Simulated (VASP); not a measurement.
# CrB2 (P6/mmm) in VASP: a series of runs, part 2 of 2

VASP 6.6.1.

**3. Vibrations by perturbation theory, LDA**

This run uses another cell than the first one, of 7.17 Å³/atom.

Input file INCAR:

```
SYSTEM = CrB2
PREC     = Accurate       ! precision mode
ENCUT    = 520            ! plane-wave cutoff, eV
EDIFF    = 1E-8           ! SCF threshold, eV
ISMEAR   = -1             ! smearing method
SIGMA    = 0.15           ! smearing width, eV
LREAL    = .False.        ! projectors in reciprocal space
LASPH    = .True.         ! aspherical terms in the spheres
NELM     = 100            ! most SCF steps
ALGO     = Normal         ! electronic algorithm
ISIF     = 2              ! what is computed and relaxed
LWAVE    = .False.        ! write WAVECAR
LCHARG   = .True.         ! write CHGCAR
GGA      = CA             ! functional
NBANDS   = 16             ! bands
IBRION   = 8              ! ionic algorithm
NSW      = 1              ! ionic steps
```

Input file KPOINTS:

```
Automatic mesh
0
Gamma
  18 18 14
  0 0 0
```

Input file POSCAR:

```
CrB2
1.0
    2.9461135853      0.0000000000      0.0000000000
   -1.4730567926      2.5514092073      0.0000000000
    0.0000000000      0.0000000000      2.8630350355
Cr B
1 2
Direct
    0.0000000000      0.0000000000      0.0000000000
    0.3333333333      0.6666666667      0.5000000000
    0.6666666667      0.3333333333      0.5000000000
```

Potentials or basis: VASP PAW LDA potentials, release 64 (Cr_pv, B).

Started as:

```
$ cat potpaw_LDA.64/Cr_pv/POTCAR potpaw_LDA.64/B/POTCAR > POTCAR
$ mpirun -np 1 vasp_std > vasp.out
```

OUTCAR:

```text
SYSTEM = CrB2
   PREC = Accurate
   ENCUT = 520
   EDIFF = 1E-8
   ISMEAR = -1
   LREAL = .False.
   LASPH = .True.
   NELM = 100
   ISIF = 2
   GGA = CA
   IBRION = 8
   NSW = 1

 ion  position               nearest neighbor table
   1  0.000  0.000  0.000-   2 2.22   3 2.22   2 2.22   3 2.22   2 2.22   2 2.22   3 2.22   3 2.22
                             3 2.22   3 2.22   2 2.22   2 2.22
   2  0.333  0.667  0.500-   3 1.70   3 1.70   3 1.70   1 2.22   1 2.22   1 2.22   1 2.22   1 2.22
                             1 2.22
   3  0.667  0.333  0.500-   2 1.70   2 1.70   2 1.70   1 2.22   1 2.22   1 2.22   1 2.22   1 2.22
                             1 2.22

  LATTYP: Found a hexagonal cell.
 ALAT       =     2.9461135853
 C/A-ratio  =     0.9718006291

  Lattice vectors:

 A1 = (   2.9461135853,   0.0000000000,   0.0000000000)
 A2 = (  -1.4730567926,   2.5514092073,   0.0000000000)
 A3 = (   0.0000000000,   0.0000000000,   2.8630350355)

Analysis of symmetry for initial positions (statically):
=====================================================================
 Subroutine PRICEL returns:
 Original cell was already a primitive cell.

 Routine SETGRP: Setting up the symmetry group for a
 hexagonal supercell.

 Subroutine GETGRP returns: Found 24 space group operations
 (whereof 24 operations were pure point group operations)
 out of a pool of 24 trial point group operations.

The static configuration has the point symmetry D_6h.

Analysis of symmetry for dynamics (positions and initial velocities):
=====================================================================
 Subroutine PRICEL returns:
 Original cell was already a primitive cell.

 Routine SETGRP: Setting up the symmetry group for a
 hexagonal supercell.

 Subroutine GETGRP returns: Found 24 space group operations
 (whereof 24 operations were pure point group operations)
 out of a pool of 24 trial point group operations.

The dynamic configuration has the point symmetry D_6h.

 Subroutine INISYM returns: Found 24 space group operations
 (whereof 24 operations are pure point group operations),
 and found     1 'primitive' translations

----------------------------------------------------------------------------------------

                                     Primitive cell

  volume of cell :      21.5207

  direct lattice vectors                    reciprocal lattice vectors
     2.946113585  0.000000000  0.000000000     0.339430226  0.195970132  0.000000000
    -1.473056793  2.551409207  0.000000000     0.000000000  0.391940265  0.000000000
[... 599 lines left out ...]

 [... further k-points ...]

------------------------ aborting loop because EDIFF is reached ----------------------------------------

  FORCE on cell =-STRESS in cart. coord.  units (eV):
  Direction    XX          YY          ZZ          XY          YZ          ZX
  --------------------------------------------------------------------------------------
  -------------------------------------------------------------------------------------
  Total        0.0817619      0.0817619      0.0488514      0.0000000      0.0000000     -0.0000000
  in kB        6.0870303      6.0870303      3.6369007      0.0000000      0.0000000     -0.0000000
  external PRESSURE =       5.2703205 kB  Pullay stress =       0.0000000 kB

 VOLUME and BASIS-vectors are now :
 -----------------------------------------------------------------------------
  energy-cutoff  :      520.00
  volume of cell :       21.52
      direct lattice vectors                 reciprocal lattice vectors
     2.946113585  0.000000000  0.000000000     0.339430226  0.195970132  0.000000000
    -1.473056793  2.551409207  0.000000000     0.000000000  0.391940265  0.000000000
     0.000000000  0.000000000  2.863035035     0.000000000  0.000000000  0.349279694

 POSITION                                       TOTAL-FORCE (eV/Angst)
 -----------------------------------------------------------------------------------
      0.00000      0.00000      0.00000        -0.000000      0.000000      0.000000
     -0.00000      1.70094      1.43152         0.000000     -0.000000     -0.000000
      1.47306      0.85047      1.43152        -0.000000      0.000000      0.000000
 -----------------------------------------------------------------------------------
    total drift:                               -0.000000      0.000000      0.000000

  FREE ENERGIE OF THE ION-ELECTRON SYSTEM (eV)
  ---------------------------------------------------
  free  energy   TOTEN  =       -26.7931441124 eV

  energy  without entropy=      -26.6262589067  energy(sigma->0) =      -26.70970151

[... ionic steps 2 to 3 ...]

--------------------------------------- Ionic step        4  -------------------------------------------

------------------------ aborting loop because EDIFF is reached ----------------------------------------
[... 11 lines left out ...]
[... ionic steps 8 to 8 ...]

--------------------------------------- Ionic step        9  -------------------------------------------

 Free energy of the ion-electron system (eV)
  ---------------------------------------------------
  ---------------------------------------------------
  free energy    TOTEN  =        -0.04363036 eV

  energy without entropy =       -0.04363030

------------------------ aborting loop because EDIFF is reached ----------------------------------------

 INTERNAL STRAIN TENSOR  FOR ION    2  DIRECTION 3   (eV/Angst):
 -----------------------------------------------------------------------------
     0.00862  0.00000 -0.00000
     0.00000  0.00862 -0.00000
     0.00000  0.00000 -0.02908

 INTERNAL STRAIN TENSOR FOR ION    3 for displacements in x,y,z  (eV/Angst):
          X           Y           Z          XY          YZ          ZX
  --------------------------------------------------------------------------------
  x     0.00000    -0.00000     0.00000     5.96572     0.00000     0.00000
  y     5.96572    -5.96572     0.00000    -0.00000     0.00000     0.00000
  z     0.00000     0.00000     0.00000    -0.00000    -0.00000     0.00000

 SECOND DERIVATIVES (NOT SYMMETRIZED)
 ------------------------------------
               1X          1Y          1Z          2X          2Y          2Z          3X          3Y          3Z
  1X   -11.037453   -0.000000    0.000000    5.518726    0.000000    0.000000    5.518726    0.000000    0.000000
  1Y    -0.000000  -11.037453    0.000000    0.000000    5.518726    0.000000    0.000000    5.518726    0.000000
  1Z    -0.000000    0.000000  -11.545395    0.000000    0.000000    5.772697    0.000000    0.000000    5.772697
  2X     5.497727    0.000000    0.000000  -20.675251   -0.000000    0.000000   15.177524    0.000000    0.000000
  2Y     0.000000    5.497727    0.000000   -0.000000  -20.675251    0.000000    0.000000   15.177524    0.000000
  2Z    -0.000000    0.000000    5.785815   -0.000000    0.000000   -9.036999   -0.000000    0.000000    3.251183
  3X     5.497727    0.000000    0.000000   15.177524    0.000000    0.000000  -20.675251   -0.000000    0.000000
  3Y     0.000000    5.497727    0.000000    0.000000   15.177524    0.000000   -0.000000  -20.675251    0.000000
  3Z    -0.000000    0.000000    5.785815   -0.000000    0.000000    3.251183   -0.000000    0.000000   -9.036999

 Eigenvectors and eigenvalues of the dynamical matrix
 ----------------------------------------------------

   1 f  =   28.469457 THz   178.878875 2PiTHz  949.638870 cm-1   117.740161 meV
             X         Y         Z           dx          dy          dz
      0.000000  0.000000  0.000000     0.000000   -0.000000   -0.000000
     -0.000000  1.700939  1.431518     0.520757    0.478343    0.000000
      1.473057  0.850470  1.431518    -0.520757   -0.478343   -0.000000
[... 43 lines left out ...]
   9 f/i=    0.011532 THz     0.072460 2PiTHz    0.384678 cm-1     0.047694 meV
             X         Y         Z           dx          dy          dz
      0.000000  0.000000  0.000000    -0.821282    0.176063    0.000000
     -0.000000  1.700939  1.431518    -0.375205    0.080435    0.000000
      1.473057  0.850470  1.431518    -0.375205    0.080435    0.000000

--------------------------------------------------------------------------------------------------------

 ELASTIC MODULI CONTR FROM IONIC RELAXATION (kBar)
 Direction    XX          YY          ZZ          XY          YZ          ZX
 --------------------------------------------------------------------------------
 XX        -147.8044    147.8044     -0.0000     -0.0000      0.0000     -0.0000
 YY         147.8044   -147.8044      0.0000     -0.0000     -0.0000      0.0000
 ZZ          -0.0000      0.0000     -0.0000     -0.0000      0.0000     -0.0000
 XY          -0.0000     -0.0000     -0.0000   -147.8044      0.0000     -0.0000
 YZ           0.0000     -0.0000      0.0000      0.0000     -0.0000      0.0000
 ZX          -0.0000      0.0000     -0.0000     -0.0000      0.0000     -0.0000
 --------------------------------------------------------------------------------
```

It took 11 min on 1 thread of Intel Xeon 6975P-C (Granite Rapids), shared host; peak memory 1.1 GiB.

What came out:

```
Highest phonon frequency at Γ : 950 cm⁻¹
```

Phonon frequencies in cm⁻¹ (negative: imaginary):
```csv
q point,frequencies
"(0.000, 0.000, 0.000)",0 0 0 443 443 454 556 950 950
```

Caveat: the run has no spin polarisation, though such a crystal can be magnetic. Spin polarisation is off, so any magnetic state and its effect on volume and gap are missing.

**4. Vibrations by perturbation theory, LDA (7.32 Å³/atom)**

This run uses another cell than the first one, of 7.32 Å³/atom.

Input file INCAR:

```
PREC = Accurate ; ENCUT = 520
EDIFF = 1E-8 ; ISMEAR = -1
SIGMA = 0.15 ; LREAL = False
LASPH = True ; NELM = 60
ALGO = Normal ; ISIF = 2
LWAVE = False ; LCHARG = False
GGA = CA ; IBRION = 8
NSW = 1
```

Input file KPOINTS:

```
regular mesh
0
Gamma
  18 18 14
```

Input file POSCAR:

```
CrB2
1.0
    2.9602080952      0.0000000000      0.0000000000
   -1.4801040476      2.5636154110      0.0000000000
    0.0000000000      0.0000000000      2.8925529914
Cr B
1 2
Direct
    0.0000000000      0.0000000000      0.0000000000
    0.3333333333      0.6666666667      0.5000000000
    0.6666666667      0.3333333333      0.5000000000
```

Potentials or basis: VASP PAW LDA potentials, release 64 (Cr_pv, B).

Started as:

```
$ cat potpaw_LDA.64/Cr_pv/POTCAR potpaw_LDA.64/B/POTCAR > POTCAR
$ mpirun -np 1 vasp_std > vasp.out
```

OUTCAR:

```text
PREC = Accurate
   ENCUT = 520
   EDIFF = 1E-8
   ISMEAR = -1
   LREAL = False
   LASPH = True
   NELM = 60
   ISIF = 2
   GGA = CA
   IBRION = 8
   NSW = 1

 ion  position               nearest neighbor table
   1  0.000  0.000  0.000-   2 2.24   3 2.24   2 2.24   3 2.24   3 2.24   3 2.24   2 2.24   2 2.24
                             3 2.24   3 2.24   2 2.24   2 2.24
   2  0.333  0.667  0.500-   3 1.71   3 1.71   3 1.71   1 2.24   1 2.24   1 2.24   1 2.24   1 2.24
                             1 2.24
   3  0.667  0.333  0.500-   2 1.71   2 1.71   2 1.71   1 2.24   1 2.24   1 2.24   1 2.24   1 2.24
                             1 2.24

  LATTYP: Found a hexagonal cell.
 ALAT       =     2.9602080952
 C/A-ratio  =     0.9771451528

  Lattice vectors:

 A1 = (   2.9602080952,   0.0000000000,   0.0000000000)
 A2 = (  -1.4801040476,   2.5636154110,   0.0000000000)
[... 644 lines left out ...]
  x     0.00000     0.00000     0.00000     5.83085     0.00000     0.00000
  y     5.83085    -5.83085    -0.00000     0.00000     0.00000     0.00000
  z     0.00000     0.00000     0.00000     0.00000    -0.00000     0.00000

 SECOND DERIVATIVES (NOT SYMMETRIZED)
 ------------------------------------
               1X          1Y          1Z          2X          2Y          2Z          3X          3Y          3Z
  1X   -10.176508    0.000000    0.000000    5.088254    0.000000    0.000000    5.088254    0.000000    0.000000
  1Y     0.000000  -10.176508    0.000000    0.000000    5.088254    0.000000    0.000000    5.088254    0.000000
  1Z     0.000000   -0.000000  -10.614135    0.000000    0.000000    5.307067    0.000000    0.000000    5.307067
  2X     5.068458    0.000000    0.000000  -19.644565    0.000000    0.000000   14.576107   -0.000000    0.000000
  2Y     0.000000    5.068458    0.000000   -0.000000  -19.644565    0.000000   -0.000000   14.576107    0.000000
  2Z     0.000000    0.000000    5.294516   -0.000000   -0.000000   -8.565848    0.000000    0.000000    3.271333
  3X     5.068458    0.000000    0.000000   14.576107   -0.000000    0.000000  -19.644565    0.000000    0.000000
  3Y     0.000000    5.068458    0.000000   -0.000000   14.576107    0.000000   -0.000000  -19.644565    0.000000
  3Z     0.000000    0.000000    5.294516    0.000000    0.000000    3.271333   -0.000000   -0.000000   -8.565848

 Eigenvectors and eigenvalues of the dynamical matrix
 ----------------------------------------------------

   1 f  =   27.813911 THz   174.759956 2PiTHz  927.772201 cm-1   115.029041 meV
             X         Y         Z           dx          dy          dz
      0.000000  0.000000  0.000000    -0.000000    0.000000   -0.000000
     -0.000000  1.709077  1.446276    -0.000001   -0.707107    0.000000
      1.480104  0.854538  1.446276     0.000001    0.707107    0.000000
[... 43 lines left out ...]
   9 f/i=    0.011323 THz     0.071142 2PiTHz    0.377682 cm-1     0.046827 meV
             X         Y         Z           dx          dy          dz
      0.000000  0.000000  0.000000     0.748355    0.381379   -0.000000
     -0.000000  1.709077  1.446276     0.341903    0.174241   -0.000000
      1.480104  0.854538  1.446276     0.341903    0.174241   -0.000000

--------------------------------------------------------------------------------------------------------

 ELASTIC MODULI CONTR FROM IONIC RELAXATION (kBar)
 Direction    XX          YY          ZZ          XY          YZ          ZX
 --------------------------------------------------------------------------------
 XX        -145.0304    145.0304      0.0000     -0.0000     -0.0000      0.0000
 YY         145.0304   -145.0304     -0.0000      0.0000      0.0000      0.0000
 ZZ           0.0000     -0.0000     -0.0000      0.0000      0.0000      0.0000
 XY          -0.0000      0.0000      0.0000   -145.0304     -0.0000      0.0000
 YZ          -0.0000      0.0000      0.0000     -0.0000     -0.0000      0.0000
 ZX           0.0000      0.0000      0.0000      0.0000      0.0000      0.0000
 --------------------------------------------------------------------------------
```

stdout:

```text
POSCAR found type information on POSCAR CrB
 POSCAR found :  2 types and       3 ions
 scaLAPACK will be used
 LDA part: xc-table for (Slater(with rela. corr.)+CA(PZ))
 , standard interpolation
 POSCAR, INCAR and KPOINTS ok, starting setup
 FFT: planning ... GRIDC
 FFT: planning ... GRID_SOFT
 FFT: planning ... GRID
 WAVECAR not read
 entering main loop
 Linear response reoptimize wavefunctions to high precision
 Linear response DOF=           4
 Linear response progress:
 first order change of Fermi-energy  -0.23545E-02
 force on displaced ion       1 direction 1 : -10.177  -0.000   0.000
 Linear response progress:
 first order change of Fermi-energy   0.19787E-02
 force on displaced ion       1 direction 3 :   0.000   0.000 -10.614
 Linear response progress:
 first order change of Fermi-energy   0.44736E-04
 force on displaced ion       2 direction 1 : -19.645  -0.006   0.000
 Linear response progress:
 first order change of Fermi-energy   0.12040E-03
 force on displaced ion       2 direction 3 :  -0.000   0.000  -8.566
 Linear response finished
```

Wall time 13 min (1 thread of AMD EPYC 9R45 (Zen 5), shared host); peak memory 0.97 GiB.

What came out:

```
Highest phonon frequency at Γ : 928 cm⁻¹
```

Phonon frequencies in cm⁻¹ (negative: imaginary):
```tsv
q point	frequencies
(0.000, 0.000, 0.000)	0 0 0 425 425 434 546 928 928
```

Caveat: the cell stands under pressure or tension, which shifts response properties; the run has no spin polarisation, though such a crystal can be magnetic. Spin polarisation is off, so any magnetic state and its effect on volume and gap are missing.

**5. Elastic constants, LDA**

This run uses another cell than the first one, of 7.17 Å³/atom.

Input file INCAR:

```
PREC = Accurate
ENCUT = 600
EDIFF = 1E-8
ISMEAR = -1
SIGMA = 0.15
LREAL = F
LASPH = T
NELM = 80
ALGO = Normal
ISIF = 3
LWAVE = F
LCHARG = F
IBRION = 6
NFREE = 2
POTIM = 0.015
NSW = 1
```

KPOINTS is that of step 4.

Input file POSCAR:

```
CrB2
1.0
    2.9461135843      0.0000000000      0.0000000000
   -1.4730567922      2.5514092064      0.0000000000
    0.0000000000      0.0000000000      2.8630350367
Cr B
1 2
Direct
    0.0000000000      0.0000000000      0.0000000000
    0.3333333333      0.6666666667      0.5000000000
    0.6666666667      0.3333333333      0.5000000000
```

Started as:

```
$ cat potpaw_LDA.64/Cr_pv/POTCAR potpaw_LDA.64/B/POTCAR > POTCAR
$ mpirun -np 1 vasp_std > vasp.out
```

Run time: 46 min. Hardware: 1 thread of Oxide Virtual Turin-like, shared host; peak memory 0.85 GiB.

It converged, with:

- Voigt bulk modulus: 329 GPa
- Highest phonon frequency at Γ: 948 cm⁻¹

Phonon frequencies in cm⁻¹ (negative: imaginary):
```
              q point                    frequencies
(0.000, 0.000, 0.000)  0 0 0 443 443 454 556 948 948
```

Elastic tensor in Voigt notation (GPa, in the Cartesian axes of the cell as first typed):
```
641 205 215   0   0   0
205 641 215   0   0   0
215 215 413   0   0   0
  0   0   0 197   0   0
  0   0   0   0 197   0
  0   0   0   0   0 218
```

Clamped-ion elastic tensor (GPa):
```
656 190 215   0   0   0
190 656 215   0   0   0
215 215 413   0   0   0
  0   0   0 197   0   0
  0   0   0   0 197   0
  0   0   0   0   0 233
```

Caveat: the run has no spin polarisation, though such a crystal can be magnetic. Spin polarisation is off, so any magnetic state and its effect on volume and gap are missing.
